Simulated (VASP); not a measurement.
# Pd (Fm-3m) in VASP: relaxation of cell and atoms with LDA

Aim: the relaxation of cell and atoms of Pd with LDA.

Program: VASP 6.6.1. These are calculated values, not measurements. Logs are shortened: lines on timing, memory, paths and dates and some standing lists are left out, and cuts for length are marked.

## Step 1: The cell of the first run

The structure is cubic, space group Fm-3m (No. 225). The conventional cell has a = 3.893 Å, b = 3.893 Å, c = 3.893 Å, α = 90.00°, β = 90.00°, γ = 90.00°. Within 3.6 Å of Pd (site symmetry m-3m) lie 12 Pd at 2.75 Å.

## Step 2: Relaxation of cell and atoms, LDA

INCAR

```
SYSTEM = Pd
PREC = Accurate ; ENCUT = 600
EDIFF = 1E-6 ; ISMEAR = -1
SIGMA = 0.1 ; LREAL = .FALSE.
LASPH = .TRUE. ; NELM = 80
ALGO = Normal ; ISIF = 3
LWAVE = .FALSE. ; LCHARG = .FALSE.
IBRION = 2 ; NSW = 100
EDIFFG = -0.002
```

KPOINTS

```
regular mesh
0
G
  24 24 24
  0 0 0
```

POSCAR

```
Pd
1.0
    0.0000000000      1.9465000000      1.9465000000
    1.9465000000      0.0000000000      1.9465000000
    1.9465000000      1.9465000000      0.0000000000
Pd
1
Direct
    0.0000000000      0.0000000000      0.0000000000
```

Potentials or basis: VASP PAW LDA potentials, release 64 (Pd).

Run with:

```
> cat potpaw_LDA.64/Pd/POTCAR > POTCAR
> mpirun -np 1 vasp_std > vasp.out
```

OUTCAR:

```text
SYSTEM = Pd
   PREC = Accurate
   ENCUT = 600
   EDIFF = 1E-6
   ISMEAR = -1
   LREAL = .FALSE.
   LASPH = .TRUE.
   NELM = 80
   ISIF = 3
   IBRION = 2
   NSW = 100
   EDIFFG = -0.002

 ion  position               nearest neighbor table
   1  0.000  0.000  0.000-

  LATTYP: Found a face centered cubic cell.
 ALAT       =     3.8930000000

  Lattice vectors:

 A1 = (   0.0000000000,   1.9465000000,   1.9465000000)
 A2 = (   1.9465000000,   0.0000000000,   1.9465000000)
 A3 = (   1.9465000000,   1.9465000000,   0.0000000000)

Analysis of symmetry for initial positions (statically):
=====================================================================
 Subroutine PRICEL returns:
 Original cell was already a primitive cell.

 Routine SETGRP: Setting up the symmetry group for a
 face centered cubic supercell.

 Subroutine GETGRP returns: Found 48 space group operations
 (whereof 48 operations were pure point group operations)
 out of a pool of 48 trial point group operations.

The static configuration has the point symmetry O_h .

Analysis of symmetry for dynamics (positions and initial velocities):
=====================================================================
 Subroutine PRICEL returns:
 Original cell was already a primitive cell.

 Routine SETGRP: Setting up the symmetry group for a
 face centered cubic supercell.

 Subroutine GETGRP returns: Found 48 space group operations
 (whereof 48 operations were pure point group operations)
 out of a pool of 48 trial point group operations.

The dynamic configuration has the point symmetry O_h .

 Subroutine INISYM returns: Found 48 space group operations
 (whereof 48 operations are pure point group operations),
 and found     1 'primitive' translations

----------------------------------------------------------------------------------------

                                     Primitive cell

  volume of cell :      14.7500

  direct lattice vectors                    reciprocal lattice vectors
     0.000000000  1.946500000  1.946500000    -0.256871307  0.256871307  0.256871307
     1.946500000  0.000000000  1.946500000     0.256871307 -0.256871307  0.256871307
     1.946500000  1.946500000  0.000000000     0.256871307  0.256871307 -0.256871307

  length of vectors
     2.752766699  2.752766699  2.752766699     0.444914156  0.444914156  0.444914156

  position of ions in fractional coordinates (direct lattice)
     0.000000000  0.000000000  0.000000000

  ion indices of the primitive-cell ions
   primitive index   ion index
                 1           1

----------------------------------------------------------------------------------------

 KPOINTS: regular mesh

Automatic generation of k-mesh.
 Grid dimensions read from file:
 generate k-points for:   24   24   24

 Generating k-lattice:

  Cartesian coordinates                     Fractional coordinates (reciprocal lattice)
    -0.010702971  0.010702971  0.010702971     0.041666667  0.000000000  0.000000000
     0.010702971 -0.010702971  0.010702971     0.000000000  0.041666667  0.000000000
     0.010702971  0.010702971 -0.010702971     0.000000000  0.000000000  0.041666667

  Length of vectors
     0.018538090  0.018538090  0.018538090

  Shift w.r.t. Gamma in fractional coordinates (k-lattice)
     0.000000000  0.000000000  0.000000000

 Subroutine IBZKPT returns following result:
 ===========================================

 Found    413 irreducible k-points:

 Following reciprocal coordinates:
            Coordinates               Weight
  0.000000  0.000000  0.000000      1.000000
  0.041667  0.000000  0.000000      8.000000
  0.083333  0.000000  0.000000      8.000000
  0.125000  0.000000  0.000000      8.000000
  0.166667  0.000000  0.000000      8.000000
  0.208333  0.000000  0.000000      8.000000
[... 16 lines left out ...]
  0.416667  0.041667  0.000000     24.000000
  0.458333  0.041667  0.000000     24.000000
 [... further k-points ...]
   k-points           NKPTS =    413   k-points in BZ     NKDIM =    413   number of bands    NBANDS=      9
   number of dos      NEDOS =    301   number of ions     NIONS =      1
   total plane-waves  NPLWV =  13824
   dimension x,y,z NGX =    24 NGY =   24 NGZ =   24
   dimension x,y,z NGXF=    48 NGYF=   48 NGZF=   48
   ions per type =               1
   NGX,Y,Z   is equivalent  to a cutoff of  14.49, 14.49, 14.49 a.u.
   NGXF,Y,Z  is equivalent  to a cutoff of  28.99, 28.99, 28.99 a.u.
 SYSTEM =  Pd
   PREC   = accura    normal or accurate (medium, high low for compatibility)
   ISTART =      0    job   : 0-new  1-cont  2-samecut
   ICHARG =      2    charge: 1-file 2-atom 10-const
   ISPIN  =      1    spin polarized calculation?
   LNONCOLLINEAR =      F non collinear calculations
   LSORBIT =      F    spin-orbit coupling
   LASPH  =      T    aspherical Exc in radial PAW
   ENCUT  =  600.0 eV  44.10 Ry    6.64 a.u.   5.50  5.50  5.50*2*pi/ulx,y,z
   NELM   =     80;   NELMIN=  2; NELMDL= -5     # of ELM steps
   EDIFF  = 0.1E-05   stopping-criterion for ELM
   LREAL  =      F    real-space projection
   EDIFFG = -.2E-02   stopping-criterion for IOM
   NSW    =    100    number of steps for IOM
   IBRION =      2    ionic relax: 0-MD 1-quasi-New 2-CG
   NFREE  =      1    steps in history (QN), initial steepest desc. (CG)
   ISIF   =      3    stress and relaxation
   ISYM   =      2    0-nonsym 1-usesym 2-fastsym
   POTIM  = 0.5000    time-step for ionic-motion
   TEBEG  =    0.0;   TEEND  =   0.0 temperature during run
   PSTRESS=    0.0 pullay stress
   NELECT =      10.0000    total number of electrons
   NUPDOWN=      -1.0000    fix difference up-down
   EMIN   =  10.00;   EMAX   =-10.00  energy-range for DOS
   EFERMI =   0.00;   METHOD = LEGACY
   ISMEAR =    -1;   SIGMA  =   0.10  broadening in eV -4-tet -1-fermi 0-gaus
   EFERMI_NEDOS =   21; number of points for ismear=-14 and -15
   IALGO  =     38    algorithm
   IMIX   =      4    mixing-type and parameters
     AMIX     =   0.40;   BMIX     =  1.00
     AMIX_MAG =   1.60;   BMIX_MAG =  1.00
  volume/ion in A,a.u.               =      14.75        99.54
  Fermi-wavevector in a.u.,A,eV,Ry     =   1.438171  2.717748 28.141404  2.068335
  Thomas-Fermi vector in A             =   2.557167
   LORBIT       =      0    0 simple, 1 ext, 2 COOP (PROOUT), +10 PAW based schemes
   GGA     = CA    functional components
   LHFCALC =     F    Hartree Fock is set to
   AEXX    =    0.0000 exact exchange contribution
   IVDW    =     0    specifies the selected vdW correction
   LEPSILON=     F    determine dielectric tensor
   LRPA    =     F    only Hartree local field effects (RPA)
 conjugate gradient relaxation of ions
 non-spin polarized calculation
  energy-cutoff  :      600.00
  volume of cell :       14.75
 maximum number of plane-waves:       531
 NGX is ok and might be reduce to    24
   NGX = 11   NGY = 11   NGZ = 11

--------------------------------------- Ionic step        1  -------------------------------------------

 number of electron      10.0000000 magnetization

 number of electron       9.9999999 magnetization

 Free energy of the ion-electron system (eV)
  ---------------------------------------------------
  ext. energy  EPLUGINS =         0.00000000
  ---------------------------------------------------
  free energy    TOTEN  =        -6.51440986 eV

  energy without entropy =       -6.45152815  energy(sigma->0) =       -6.48296901

 E-fermi :   9.6234     XC(G=0): -13.5172

 val. band max:        9.6185539991   @ k =  -0.4583   0.2917   0.0417
 cond. band min:       9.6280875792   @ k =  -0.4583   0.3750   0.0833
 fundamental gap:      0.0095335801
 Fermi energy:         9.6234319211

 k-point     1 :       0.0000    0.0000    0.0000
  band No.  band energies     occupation
      1       2.3545      2.00000
      2       6.7226      2.00000
      3       6.7226      2.00000
      4       6.7226      2.00000
      5       8.3657      1.99999
      6       8.3657      1.99999
      7      26.7262      0.00000
      8      31.4409      0.00000
      9      31.4409      0.00000

 k-point     2 :       0.0417    0.0000    0.0000
  band No.  band energies     occupation
      1       2.4180      2.00000
      2       6.6994      2.00000
      3       6.7452      2.00000
      4       6.7452      2.00000
      5       8.3545      1.99999
      6       8.3545      1.99999
      7      26.7967      0.00000
      8      30.9980      0.00000
      9      31.5149      0.00000
[... 356 lines left out ...]
 POSITION                                       TOTAL-FORCE (eV/Angst)
 -----------------------------------------------------------------------------------
      0.00000      0.00000      0.00000         0.000000      0.000000     -0.000000
 -----------------------------------------------------------------------------------
    total drift:                               -0.000000      0.000000     -0.000000

  FREE ENERGIE OF THE ION-ELECTRON SYSTEM (eV)
  ---------------------------------------------------
  free  energy   TOTEN  =        -6.5287810795 eV

  energy  without entropy=       -6.4683060773  energy(sigma->0) =       -6.49854358

--------------------------------------- Ionic step        4  -------------------------------------------

 number of electron      10.0000002 magnetization

 Free energy of the ion-electron system (eV)
  ---------------------------------------------------
  ext. energy  EPLUGINS =         0.00000000
  ---------------------------------------------------
  free energy    TOTEN  =        -6.52878701 eV

  energy without entropy =       -6.46835608  energy(sigma->0) =       -6.49857154

 E-fermi :  10.3055     XC(G=0): -13.7556

 val. band max:       10.3049557761   @ k =  -0.2917   0.0833   0.0000
 cond. band min:      10.3060592628   @ k =  -0.4583   0.2917   0.0417
 fundamental gap:      0.0011034868
 Fermi energy:        10.3054562374

 k-point     1 :       0.0000    0.0000    0.0000
  band No.  band energies     occupation
      1       2.7280      2.00000
      2       7.2197      2.00000
      3       7.2197      2.00000
      4       7.2197      2.00000
      5       8.9698      2.00000
      6       8.9698      2.00000
      7      27.4113      0.00000
      8      32.3518      0.00000
      9      32.3518      0.00000

 k-point     2 :       0.0417    0.0000    0.0000
  band No.  band energies     occupation
      1       2.7938      2.00000
      2       7.1947      2.00000
      3       7.2436      2.00000
      4       7.2436      2.00000
      5       8.9576      2.00000
      6       8.9576      2.00000
      7      27.4894      0.00000
      8      31.9086      0.00000
      9      32.4329      0.00000
[... 286 lines left out ...]
 POSITION                                       TOTAL-FORCE (eV/Angst)
 -----------------------------------------------------------------------------------
      0.00000      0.00000      0.00000         0.000000      0.000000     -0.000000
 -----------------------------------------------------------------------------------
    total drift:                               -0.000000      0.000000     -0.000000

  FREE ENERGIE OF THE ION-ELECTRON SYSTEM (eV)
  ---------------------------------------------------
  free  energy   TOTEN  =        -6.5287870072 eV

  energy  without entropy=       -6.4683560783  energy(sigma->0) =       -6.49857154

 reached required accuracy - stopping structural energy minimisation
```

It took 73 s on 1 thread of Intel Xeon Platinum 8488C (Sapphire Rapids), shared host; peak memory 0.2 GiB.

What came out:

| Item | Value |
| --- | --- |
| Free energy | -6.5288 eV |
| Relaxed volume | 14.19 Å³/atom |
| Relaxed cell | a = 2.717 Å, b = 2.717 Å, c = 2.717 Å, α = 60.00°, β = 60.00°, γ = 60.00° |
| Space group after relaxing (to 0.1 Å) | Fm-3m (No. 225) |
| Energy gained by relaxing | 14.4 meV/atom |
| Ionic steps | 4 |
| Pressure after relaxing | 0.0 GPa |
| Band gap on the k mesh | zero (bands 5 and 6 overlap by 1.70 eV) |

Step by step:
| step | energy change (eV) | largest force (eV/Å) | pressure (GPa) | volume (Å³) |
| --- | --- | --- | --- | --- |
| 1 | 0.0000 | 0.0000 | -7.87 | 14.75 |
| 2 | 0.0355 | 0.0000 | 18.43 | 13.26 |
| 3 | -0.0144 | 0.0000 | -0.18 | 14.20 |
| 4 | -0.0144 | 0.0000 | 0.01 | 14.19 |

Final structure:
```
Pd
1.0
     0.00000    1.92150    1.92150
     1.92150    0.00000    1.92150
     1.92150    1.92150    0.00000
Pd
1
Direct
  0.00000 0.00000 0.00000
```

LDA usually gives volumes a few per cent too small. Zero-point motion and thermal expansion aren't in these numbers.
